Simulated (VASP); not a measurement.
# MgZn2TeS2 (P4/mmm) in VASP: further runs

Runs on MgZn2TeS2. Level: PBE. Tasks: single point, relaxation of cell and atoms.

Everything below comes from runs of VASP 6.6.1. Logs are shortened: lines on timing, memory, paths and dates and some standing lists are left out, and cuts for length are marked.

## 1. The cell of the first run

It takes space group P4/mmm (No. 123, tetragonal). Conventional cell: a = 4.440 Å, b = 4.440 Å, c = 5.645 Å, α = 90.00°, β = 90.00°, γ = 90.00°. Within 3.7 Å of Mg (site symmetry 4/mmm) lie 2 Te at 2.82 Å and 8 Zn at 3.38 Å and 8 S at 3.59 Å. Zn (site symmetry 4mm) has 2 Zn at 2.50 to 3.15 Å and 4 S at 2.72 Å and 4 Mg at 3.38 Å and 4 Te at 3.51 Å within 3.6 Å. Te (site symmetry 4/mmm) has 4 S at 2.22 Å and 2 Mg at 2.82 Å within 2.9 Å. S (site symmetry mmm) has 2 Te at 2.22 Å and 4 Zn at 2.72 Å within 2.9 Å.

The cell was built from a structure type or drawn by symmetry, and may not be a known phase.

## 2. Single point, PBE

Contents of INCAR:

```
ALGO     = Normal         # electronic algorithm
EDIFF    = 1E-6           # SCF threshold, eV
ENCUT    = 520            # plane-wave cutoff, eV
GGA      = PE             # functional
ISIF     = 2              # what is computed and relaxed
ISMEAR   = 0              # smearing method
LASPH    = True           # aspherical terms in the spheres
LCHARG   = False          # write CHGCAR
LREAL    = False          # projectors in reciprocal space
LWAVE    = False          # write WAVECAR
NBANDS   = 31             # bands
NELM     = 60             # most SCF steps
PREC     = Accurate       # precision mode
SIGMA    = 0.1            # smearing width, eV
```

Contents of KPOINTS:

```
k-points
0
Gamma
  4 4 4
```

Contents of POSCAR:

```
MgZn2TeS2
1.0
    4.4396019400      0.0000000000      0.0000000000
    0.0000000000      4.4396019400      0.0000000000
    0.0000000000      0.0000000000      5.6454467100
Mg Zn Te S
1 2 1 2
Direct
    0.0000000000      0.0000000000      0.5000000000
    0.5000000000      0.5000000000      0.7211725700
    0.5000000000      0.5000000000      0.2788274300
    0.0000000000      0.0000000000      0.0000000000
    0.5000000000      0.0000000000      0.0000000000
    0.0000000000      0.5000000000      0.0000000000
```

Potentials or basis: VASP PAW PBE potentials, release 64 (Mg, Zn, Te, S).

On the command line:

```sh
> cat potpaw_PBE.64/Mg/POTCAR potpaw_PBE.64/Zn/POTCAR potpaw_PBE.64/Te/POTCAR potpaw_PBE.64/S/POTCAR > POTCAR
> mpirun -np 1 vasp_std > vasp.out
```

OUTCAR:

```text
EDIFF = 1E-6
   ENCUT = 520
   GGA = PE
   ISIF = 2
   ISMEAR = 0
   LASPH = True
   LREAL = False
   NELM = 60
   PREC = Accurate

 ion  position               nearest neighbor table
   1  0.000  0.000  0.500-   4 2.82   4 2.82
   2  0.500  0.500  0.721-   3 2.50   5 2.72   6 2.72   5 2.72   6 2.72
   3  0.500  0.500  0.279-   2 2.50   5 2.72   6 2.72   5 2.72   6 2.72
   4  0.000  0.000  0.000-   5 2.22   6 2.22   6 2.22   5 2.22   1 2.82   1 2.82
   5  0.500  0.000  0.000-   4 2.22   4 2.22   2 2.72   2 2.72   3 2.72   3 2.72
   6  0.000  0.500  0.000-   4 2.22   4 2.22   2 2.72   3 2.72   2 2.72   3 2.72

  LATTYP: Found a simple tetragonal cell.
 ALAT       =     4.4396019400
 C/A-ratio  =     1.2716110107

  Lattice vectors:

 A1 = (   4.4396019400,   0.0000000000,   0.0000000000)
 A2 = (   0.0000000000,   4.4396019400,   0.0000000000)
 A3 = (   0.0000000000,   0.0000000000,   5.6454467100)

Analysis of symmetry for initial positions (statically):
=====================================================================
 Subroutine PRICEL returns:
 Original cell was already a primitive cell.

 Routine SETGRP: Setting up the symmetry group for a
 simple tetragonal supercell.

 Subroutine GETGRP returns: Found 16 space group operations
 (whereof 16 operations were pure point group operations)
 out of a pool of 16 trial point group operations.

The static configuration has the point symmetry D_4h.

Analysis of symmetry for dynamics (positions and initial velocities):
=====================================================================
 Subroutine PRICEL returns:
 Original cell was already a primitive cell.

 Routine SETGRP: Setting up the symmetry group for a
 simple tetragonal supercell.

 Subroutine GETGRP returns: Found 16 space group operations
 (whereof 16 operations were pure point group operations)
 out of a pool of 16 trial point group operations.

The dynamic configuration has the point symmetry D_4h.

 Subroutine INISYM returns: Found 16 space group operations
 (whereof 16 operations are pure point group operations),
 and found     1 'primitive' translations

----------------------------------------------------------------------------------------

                                     Primitive cell

  volume of cell :     111.2721

  direct lattice vectors                    reciprocal lattice vectors
[... 90 lines left out ...]
   EDIFFG = 0.1E-04   stopping-criterion for IOM
   NSW    =      0    number of steps for IOM
   IBRION =     -1    ionic relax: 0-MD 1-quasi-New 2-CG
   NFREE  =      0    steps in history (QN), initial steepest desc. (CG)
   ISIF   =      2    stress and relaxation
   ISYM   =      2    0-nonsym 1-usesym 2-fastsym
   POTIM  = 0.5000    time-step for ionic-motion
   TEBEG  =    0.0;   TEEND  =   0.0 temperature during run
   PSTRESS=    0.0 pullay stress
   NELECT =      44.0000    total number of electrons
   NUPDOWN=      -1.0000    fix difference up-down
   EMIN   =  10.00;   EMAX   =-10.00  energy-range for DOS
   EFERMI =   0.00;   METHOD = LEGACY
   ISMEAR =     0;   SIGMA  =   0.10  broadening in eV -4-tet -1-fermi 0-gaus
   EFERMI_NEDOS =   21; number of points for ismear=-14 and -15
   IALGO  =     38    algorithm
   IMIX   =      4    mixing-type and parameters
     AMIX     =   0.40;   BMIX     =  1.00
     AMIX_MAG =   1.60;   BMIX_MAG =  1.00
  volume/ion in A,a.u.               =      18.55       125.15
  Fermi-wavevector in a.u.,A,eV,Ry     =   1.201610  2.270714 19.645003  1.443867
  Thomas-Fermi vector in A             =   2.337414
   LORBIT       =      0    0 simple, 1 ext, 2 COOP (PROOUT), +10 PAW based schemes
   GGA     = PE    functional components
   LHFCALC =     F    Hartree Fock is set to
   AEXX    =    0.0000 exact exchange contribution
   IVDW    =     0    specifies the selected vdW correction
   LEPSILON=     F    determine dielectric tensor
   LRPA    =     F    only Hartree local field effects (RPA)
 non-spin polarized calculation
 Gauss-broadening in eV      SIGMA  =   0.10
  energy-cutoff  :      520.00
  volume of cell :      111.27
 maximum number of plane-waves:      3041
 NGX is ok and might be reduce to    36
   NGX = 17   NGY = 17   NGZ = 21

 number of electron      43.9999991 magnetization

 Free energy of the ion-electron system (eV)
  ---------------------------------------------------
  ext. energy  EPLUGINS =         0.00000000
  ---------------------------------------------------
  free energy    TOTEN  =        -9.68113681 eV

  energy without entropy =       -9.66805323  energy(sigma->0) =       -9.67459502

 E-fermi :   6.3391     XC(G=0): -10.2545

 val. band max:        6.3215213042   @ k =   0.5000   0.0000   0.0000
 cond. band min:       6.3533792283   @ k =   0.0000   0.0000   0.2500
 fundamental gap:      0.0318579241
 Fermi energy:         6.3390613450

 k-point     1 :       0.0000    0.0000    0.0000
  band No.  band energies     occupation
      1     -12.1528      2.00000
      2      -7.3054      2.00000
      3      -3.6586      2.00000
      4      -3.6586      2.00000
      5      -2.1286      2.00000
      6      -1.9374      2.00000
[... 601 lines left out ...]
     30       9.7325      0.00000
     31      11.5049      0.00000

------------------------ aborting loop because EDIFF is reached ----------------------------------------

  FORCE on cell =-STRESS in cart. coord.  units (eV):
  Direction    XX          YY          ZZ          XY          YZ          ZX
  --------------------------------------------------------------------------------------
  -------------------------------------------------------------------------------------
  Total       29.5864266     29.5864266      4.1366563      0.0000000      0.0000000      0.0000000
  in kB      426.0069851    426.0069851     59.5625999      0.0000000      0.0000000      0.0000000
  external PRESSURE =     303.8588567 kB  Pullay stress =       0.0000000 kB

 VOLUME and BASIS-vectors are now :
 -----------------------------------------------------------------------------
  energy-cutoff  :      520.00
  volume of cell :      111.27
      direct lattice vectors                 reciprocal lattice vectors
     4.439601940  0.000000000  0.000000000     0.225245419  0.000000000  0.000000000
     0.000000000  4.439601940  0.000000000     0.000000000  0.225245419  0.000000000
     0.000000000  0.000000000  5.645446710     0.000000000  0.000000000  0.177133901

 POSITION                                       TOTAL-FORCE (eV/Angst)
 -----------------------------------------------------------------------------------
      0.00000      0.00000      2.82272         0.000000      0.000000      0.000000
      2.21980      2.21980      4.07134         0.000000      0.000000     -0.280094
      2.21980      2.21980      1.57411         0.000000      0.000000      0.280094
      0.00000      0.00000      0.00000         0.000000      0.000000      0.000000
      2.21980      0.00000      0.00000         0.000000      0.000000      0.000000
      0.00000      2.21980      0.00000         0.000000      0.000000      0.000000
 -----------------------------------------------------------------------------------
    total drift:                                0.000000      0.000000     -0.000000

  FREE ENERGIE OF THE ION-ELECTRON SYSTEM (eV)
  ---------------------------------------------------
  free  energy   TOTEN  =        -9.6811368102 eV

  energy  without entropy=       -9.6680532319  energy(sigma->0) =       -9.67459502
```

stdout:

```text
POSCAR found type information on POSCAR MgZnTeS
 POSCAR found :  4 types and       6 ions
 scaLAPACK will be used
 LDA part: xc-table for (Slater+PW92), standard interpolation
 POSCAR, INCAR and KPOINTS ok, starting setup
 FFT: planning ... GRIDC
 FFT: planning ... GRID_SOFT
 FFT: planning ... GRID
 WAVECAR not read
 entering main loop
```

It took 32 s on 1 thread of Intel Xeon Platinum 8488C (Sapphire Rapids), shared host; peak memory 0.26 GiB.

What came out:

```yaml
Free_energy: -9.6811 eV
Pressure: 30.4 GPa
Largest_force: 0.280 eV/Å
Band_gap_on_the_k_mesh: zero (bands 22 and 23 overlap by 1.43 eV)
```

Forces on the atoms (eV/Å):
```
Mg   0.000  0.000  0.000
Zn   0.000  0.000 -0.280
Zn   0.000  0.000  0.280
Te   0.000  0.000  0.000
S    0.000  0.000  0.000
S    0.000  0.000  0.000
```

Caveat: the cell stands under pressure; spin-orbit coupling is left out, which moves the levels of the heavy elements.

(Continued in part 2 of 2.)
